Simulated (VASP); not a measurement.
# GaSb4 (P4/mmm) in VASP: a series of runs

The runs below take GaSb4 through relaxation of cell and atoms, single point, with PBE.

Program: VASP 6.6.1. These are calculated values, not measurements. Logs are shortened: lines on timing, memory, paths and dates and some standing lists are left out, and cuts for length are marked.

### Step 1. The cell of the first run

The structure is tetragonal, space group P4/mmm (No. 123). The conventional cell has a = 4.505 Å, b = 4.505 Å, c = 7.831 Å, α = 90.00°, β = 90.00°, γ = 90.00°. Ga (site symmetry 4/mmm) has 8 Sb at 3.11 Å within 4.1 Å. Sb (site symmetry 2mm) has 2 Ga at 3.11 Å and 5 Sb at 3.19 to 3.55 Å within 4.1 Å.

The cell was generated, and may not be a known phase.

### Step 2. Relaxation of cell and atoms, PBE

Contents of INCAR:

```
ALGO = Normal
EDIFF = 1E-6
EDIFFG = -0.04
ENCUT = 600
GGA = PE
IBRION = 2
ISIF = 3
ISMEAR = 0
LASPH = T
LCHARG = F
LREAL = F
LWAVE = F
NELM = 60
NSW = 90
PREC = Accurate
SIGMA = 0.1
```

Contents of KPOINTS:

```
k-points
0
Gamma
  4 4 2
```

Contents of POSCAR:

```
GaSb4
1.0
    4.5053529400      0.0000000000      0.0000000000
    0.0000000000      4.5053529400      0.0000000000
    0.0000000000      0.0000000000      7.8311105700
Ga Sb
1 4
Direct
    0.5000000000      0.5000000000      0.0000000000
    0.0000000000      0.5000000000      0.7268193900
    0.5000000000      0.0000000000      0.7268193900
    0.0000000000      0.5000000000      0.2731806100
    0.5000000000      0.0000000000      0.2731806100
```

Potentials or basis: VASP PAW PBE potentials, release 64 (Ga_d, Sb).

Started as:

```console
$ cat potpaw_PBE.64/Ga_d/POTCAR potpaw_PBE.64/Sb/POTCAR > POTCAR
$ mpirun -np 1 vasp_std > vasp.out
```

OUTCAR:

```text
EDIFF = 1E-6
   EDIFFG = -0.04
   ENCUT = 600
   GGA = PE
   IBRION = 2
   ISIF = 3
   ISMEAR = 0
   LASPH = T
   LREAL = F
   NELM = 60
   NSW = 90
   PREC = Accurate

 ion  position               nearest neighbor table
   1  0.500  0.500  0.000-   2 3.11   3 3.11   4 3.11   5 3.11   3 3.11   5 3.11   2 3.11   4 3.11

   2  0.000  0.500  0.727-   1 3.11   1 3.11   3 3.19   3 3.19   3 3.19   3 3.19   4 3.55
   3  0.500  0.000  0.727-   1 3.11   1 3.11   2 3.19   2 3.19   2 3.19   2 3.19   5 3.55
   4  0.000  0.500  0.273-   1 3.11   1 3.11   5 3.19   5 3.19   5 3.19   5 3.19   2 3.55
   5  0.500  0.000  0.273-   1 3.11   1 3.11   4 3.19   4 3.19   4 3.19   4 3.19   3 3.55

  LATTYP: Found a simple tetragonal cell.
 ALAT       =     4.5053529400
 C/A-ratio  =     1.7381791558

  Lattice vectors:

 A1 = (   4.5053529400,   0.0000000000,   0.0000000000)
 A2 = (   0.0000000000,   4.5053529400,   0.0000000000)
 A3 = (   0.0000000000,   0.0000000000,   7.8311105700)

Analysis of symmetry for initial positions (statically):
=====================================================================
 Subroutine PRICEL returns:
 Original cell was already a primitive cell.

 Routine SETGRP: Setting up the symmetry group for a
 simple tetragonal supercell.

 Subroutine GETGRP returns: Found 16 space group operations
 (whereof 16 operations were pure point group operations)
 out of a pool of 16 trial point group operations.

The static configuration has the point symmetry D_4h.

Analysis of symmetry for dynamics (positions and initial velocities):
=====================================================================
 Subroutine PRICEL returns:
 Original cell was already a primitive cell.

 Routine SETGRP: Setting up the symmetry group for a
 simple tetragonal supercell.

 Subroutine GETGRP returns: Found 16 space group operations
 (whereof 16 operations were pure point group operations)
 out of a pool of 16 trial point group operations.

The dynamic configuration has the point symmetry D_4h.

 Subroutine INISYM returns: Found 16 space group operations
 (whereof 16 operations are pure point group operations),
 and found     1 'primitive' translations

----------------------------------------------------------------------------------------

                                     Primitive cell

  volume of cell :     158.9575

  direct lattice vectors                    reciprocal lattice vectors
     4.505352940  0.000000000  0.000000000     0.221958194  0.000000000  0.000000000
     0.000000000  4.505352940  0.000000000     0.000000000  0.221958194  0.000000000
[... 85 lines left out ...]
   ISYM   =      2    0-nonsym 1-usesym 2-fastsym
   POTIM  = 0.5000    time-step for ionic-motion
   TEBEG  =    0.0;   TEEND  =   0.0 temperature during run
   PSTRESS=    0.0 pullay stress
   NELECT =      33.0000    total number of electrons
   NUPDOWN=      -1.0000    fix difference up-down
   EMIN   =  10.00;   EMAX   =-10.00  energy-range for DOS
   EFERMI =   0.00;   METHOD = LEGACY
   ISMEAR =     0;   SIGMA  =   0.10  broadening in eV -4-tet -1-fermi 0-gaus
   EFERMI_NEDOS =   21; number of points for ismear=-14 and -15
   IALGO  =     38    algorithm
   IMIX   =      4    mixing-type and parameters
     AMIX     =   0.40;   BMIX     =  1.00
     AMIX_MAG =   1.60;   BMIX_MAG =  1.00
  volume/ion in A,a.u.               =      31.79       214.54
  Fermi-wavevector in a.u.,A,eV,Ry     =   0.969362  1.831828 12.784877  0.939662
  Thomas-Fermi vector in A             =   2.099408
   LORBIT       =      0    0 simple, 1 ext, 2 COOP (PROOUT), +10 PAW based schemes
   GGA     = PE    functional components
   LHFCALC =     F    Hartree Fock is set to
   AEXX    =    0.0000 exact exchange contribution
   IVDW    =     0    specifies the selected vdW correction
   LEPSILON=     F    determine dielectric tensor
   LRPA    =     F    only Hartree local field effects (RPA)
 conjugate gradient relaxation of ions
 non-spin polarized calculation
 Gauss-broadening in eV      SIGMA  =   0.10
  energy-cutoff  :      600.00
  volume of cell :      158.96
 maximum number of plane-waves:      5336
 NGX is ok and might be reduce to    36
   NGX = 17   NGY = 17   NGZ = 31

--------------------------------------- Ionic step        1  -------------------------------------------

 number of electron      32.9999998 magnetization

 Free energy of the ion-electron system (eV)
  ---------------------------------------------------
  ext. energy  EPLUGINS =         0.00000000
  ---------------------------------------------------
  free energy    TOTEN  =       -18.46829651 eV

  energy without entropy =      -18.44113908  energy(sigma->0) =      -18.45471780

------------------------ aborting loop because EDIFF is reached ----------------------------------------

  FORCE on cell =-STRESS in cart. coord.  units (eV):
  Direction    XX          YY          ZZ          XY          YZ          ZX
  --------------------------------------------------------------------------------------
  -------------------------------------------------------------------------------------
  Total       -2.7093545     -2.7093545     -4.4865907      0.0000000      0.0000000     -0.0000000
  in kB      -27.3083475    -27.3083475    -45.2216117      0.0000000      0.0000000     -0.0000000
  external PRESSURE =     -33.2794356 kB  Pullay stress =       0.0000000 kB
[... 98 lines left out ...]
  FREE ENERGIE OF THE ION-ELECTRON SYSTEM (eV)
  ---------------------------------------------------
  free  energy   TOTEN  =       -18.6507346617 eV

  energy  without entropy=      -18.6237741892  energy(sigma->0) =      -18.63725443

[... ionic steps 4 to 12 ...]

--------------------------------------- Ionic step       13  -------------------------------------------

 number of electron      32.9999998 magnetization

------------------------ aborting loop because EDIFF is reached ----------------------------------------
[... 73 lines left out ...]
--------------------------------------- Ionic step       15  -------------------------------------------

 number of electron      33.0000000 magnetization

 Free energy of the ion-electron system (eV)
  ---------------------------------------------------
  ext. energy  EPLUGINS =         0.00000000
  ---------------------------------------------------
  free energy    TOTEN  =       -18.99224033 eV

  energy without entropy =      -18.98057964  energy(sigma->0) =      -18.98640999

 E-fermi :   6.2582     XC(G=0):  -9.4656

 val. band max:        6.1219288752   @ k =   0.5000   0.0000   0.5000
 cond. band min:       6.2623719318   @ k =   0.5000   0.0000   0.5000
 fundamental gap:      0.1404430566
 Fermi energy:         6.2582094423

 k-point     1 :       0.0000    0.0000    0.0000
  band No.  band energies     occupation
      1      -8.5268      2.00000
      2      -8.5268      2.00000
      3      -8.5256      2.00000
      4      -8.5177      2.00000
      5      -8.5030      2.00000
      6      -5.8764      2.00000
[... 297 lines left out ...]
  FREE ENERGIE OF THE ION-ELECTRON SYSTEM (eV)
  ---------------------------------------------------
  free  energy   TOTEN  =       -18.9922403349 eV

  energy  without entropy=      -18.9805796369  energy(sigma->0) =      -18.98640999

 reached required accuracy - stopping structural energy minimisation
```

CONTCAR:

```text
GaSb4
   1.00000000000000
     4.4835299920952867   -0.0000000000000000   -0.0000000000000000
    -0.0000000000000000    4.4835299920952867    0.0000000000000000
    -0.0000000000000000    0.0000000000000000    7.3492369041349477
  Ga              Sb
     1     4
Direct
     0.5000000000000000    0.5000000000000000    0.0000000000000000
     0.0000000000000000    0.5000000000000000    0.7045233940577463
     0.5000000000000000    0.0000000000000000    0.7045233940577463
     0.0000000000000000    0.5000000000000000    0.2954766059422537
     0.5000000000000000    0.0000000000000000    0.2954766059422537

  0.00000000E+00  0.00000000E+00  0.00000000E+00
  0.00000000E+00  0.00000000E+00  0.00000000E+00
  0.00000000E+00  0.00000000E+00  0.00000000E+00
  0.00000000E+00  0.00000000E+00  0.00000000E+00
  0.00000000E+00  0.00000000E+00  0.00000000E+00
```

It took 3.2 min on 1 thread of Intel Xeon 6975P-C (Granite Rapids), shared host; peak memory 0.31 GiB.

Results:

| Item | Value |
| --- | --- |
| Free energy | -18.9922 eV |
| Relaxed volume | 29.55 Å³/atom |
| Relaxed cell | a = 4.484 Å, b = 4.484 Å, c = 7.349 Å, α = 90.00°, β = 90.00°, γ = 90.00° |
| Space group after relaxing (to 0.1 Å) | P4/mmm (No. 123) |
| Energy gained by relaxing | 104.8 meV/atom |
| Ionic steps | 15 |
| Pressure after relaxing | 0.1 GPa |
| Largest force after relaxing | 0.013 eV/Å |
| Band gap on the k mesh | zero (an odd number of electrons rules out a gap without spin polarisation) |

Forces on the atoms (eV/Å):
```
Ga   0.000  0.000  0.000
Sb   0.000  0.000 -0.013
Sb   0.000  0.000 -0.013
Sb   0.000  0.000  0.013
Sb   0.000  0.000  0.013
```

Step by step:
```csv
step,energy change (eV),largest force (eV/Å),pressure (GPa),volume (Å³)
1,0.0000,0.2238,-3.33,158.96
2,-0.1824,0.3204,0.59,144.23
3,-0.1824,0.3175,0.51,144.47
4,-0.2805,0.5551,0.55,143.58
5,-0.3837,0.5242,1.03,142.17
6,-0.3985,0.4875,1.43,141.54
7,-0.4458,0.2897,0.55,144.54
8,-0.4521,0.1899,0.22,146.03
9,-0.4832,0.1741,-0.20,147.35
10,-0.5066,0.1381,-0.93,150.02
11,-0.5083,0.1365,-1.06,150.69
12,-0.5220,0.0257,0.30,147.02
13,-0.5233,0.0490,0.00,147.80
14,-0.5233,0.0508,-0.04,147.86
15,-0.5239,0.0130,0.06,147.73
```

Final structure:
```
Ga Sb
1.0
     4.48353    0.00000    0.00000
     0.00000    4.48353    0.00000
     0.00000    0.00000    7.34924
Ga Sb
1 4
Direct
  0.50000 0.50000 0.00000
  0.00000 0.50000 0.70452
  0.50000 0.00000 0.70452
  0.00000 0.50000 0.29548
  0.50000 0.00000 0.29548
```

Caveat: the k points lie up to 0.43 Å⁻¹ apart in the final cell, too coarse for converged energies and pressures of a metal; the highest band is partly filled, so the run has too few bands; spin-orbit coupling is left out, which moves the levels of the heavy elements; an odd number of electrons without spin polarisation forces a metal; a magnetic or distorted state may lie lower.

### Step 3. Single point, PBE

This run uses another cell than the first one, of 29.96 Å³/atom.

Contents of INCAR:

```
SYSTEM = GaSb4
ALGO = Normal
EDIFF = 1E-6
ENCUT = 520
GGA = PE
ISIF = 2
ISMEAR = 0
LASPH = .TRUE.
LCHARG = .FALSE.
LREAL = .FALSE.
LWAVE = .FALSE.
NBANDS = 24
NELM = 80
PREC = Accurate
SIGMA = 0.1
```

Contents of KPOINTS:

```
k-points
0
G
  8 8 6
  0 0 0
```

Contents of POSCAR:

```
GaSb4
1.0
    4.5353712370      0.0000000000      0.0000000000
    0.0000000000      4.5353712370      0.0000000000
    0.0000000000      0.0000000000      7.2814646865
Ga Sb
1 4
Direct
    0.5000000000      0.5000000000      0.0000000000
    0.0000000000      0.5000000000      0.7024098185
    0.5000000000      0.0000000000      0.7024098185
    0.0000000000      0.5000000000      0.2975901815
    0.5000000000      0.0000000000      0.2975901815
```

Potentials or basis: VASP PAW PBE potentials, release 64 (Ga_d, Sb).

Started as:

```console
$ cat potpaw_PBE.64/Ga_d/POTCAR potpaw_PBE.64/Sb/POTCAR > POTCAR
$ mpirun -np 1 vasp_std > vasp.out
```

OUTCAR:

```text
SYSTEM = GaSb4
   EDIFF = 1E-6
   ENCUT = 520
   GGA = PE
   ISIF = 2
   ISMEAR = 0
   LASPH = .TRUE.
   LREAL = .FALSE.
   NELM = 80
   PREC = Accurate

 ion  position               nearest neighbor table
   1  0.500  0.500  0.000-   2 3.14   3 3.14   4 3.14   5 3.14   3 3.14   5 3.14   2 3.14   4 3.14

   2  0.000  0.500  0.702-   4 2.95   1 3.14   1 3.14   3 3.21   3 3.21   3 3.21   3 3.21
   3  0.500  0.000  0.702-   5 2.95   1 3.14   1 3.14   2 3.21   2 3.21   2 3.21   2 3.21
[... 856 lines left out ...]
  -------------------------------------------------------------------------------------
  Total       -0.0479659     -0.0479659      0.0058094      0.0000000      0.0000000      0.0000000
  in kB       -0.5130961     -0.5130961      0.0621434      0.0000000      0.0000000      0.0000000
  external PRESSURE =      -0.3213496 kB  Pullay stress =       0.0000000 kB

 VOLUME and BASIS-vectors are now :
 -----------------------------------------------------------------------------
  energy-cutoff  :      520.00
  volume of cell :      149.78
      direct lattice vectors                 reciprocal lattice vectors
     4.535371237  0.000000000  0.000000000     0.220489117  0.000000000  0.000000000
     0.000000000  4.535371237  0.000000000     0.000000000  0.220489117  0.000000000
     0.000000000  0.000000000  7.281464686     0.000000000  0.000000000  0.137335006

 POSITION                                       TOTAL-FORCE (eV/Angst)
 -----------------------------------------------------------------------------------
      2.26769      2.26769      0.00000         0.000000      0.000000      0.000000
      0.00000      2.26769      5.11457        -0.000000     -0.000000      0.012405
      2.26769      0.00000      5.11457         0.000000      0.000000      0.012405
      0.00000      2.26769      2.16689         0.000000     -0.000000     -0.012405
      2.26769      0.00000      2.16689         0.000000      0.000000     -0.012405
 -----------------------------------------------------------------------------------
    total drift:                                0.000000      0.000000      0.000000

  FREE ENERGIE OF THE ION-ELECTRON SYSTEM (eV)
  ---------------------------------------------------
  free  energy   TOTEN  =       -18.8727550538 eV

  energy  without entropy=      -18.8608604477  energy(sigma->0) =      -18.86680775
```

Wall time 87 s (1 thread of Intel Xeon 6975P-C (Granite Rapids), shared host); peak memory 0.37 GiB.

Results:

* Free energy: -18.8728 eV
* Pressure: 0.0 GPa
* Largest force: 0.012 eV/Å
* Band gap on the k mesh: zero (an odd number of electrons rules out a gap without spin polarisation)

Forces on the atoms (eV/Å):
```
Ga   0.000  0.000  0.000
Sb   0.000  0.000  0.012
Sb   0.000  0.000  0.012
Sb   0.000  0.000 -0.012
Sb   0.000  0.000 -0.012
```

Caveat: spin-orbit coupling is left out, which moves the levels of the heavy elements; an odd number of electrons without spin polarisation forces a metal; a magnetic or distorted state may lie lower.

The gap in the log of VASP goes by the Fermi energy; the results here count the filled bands.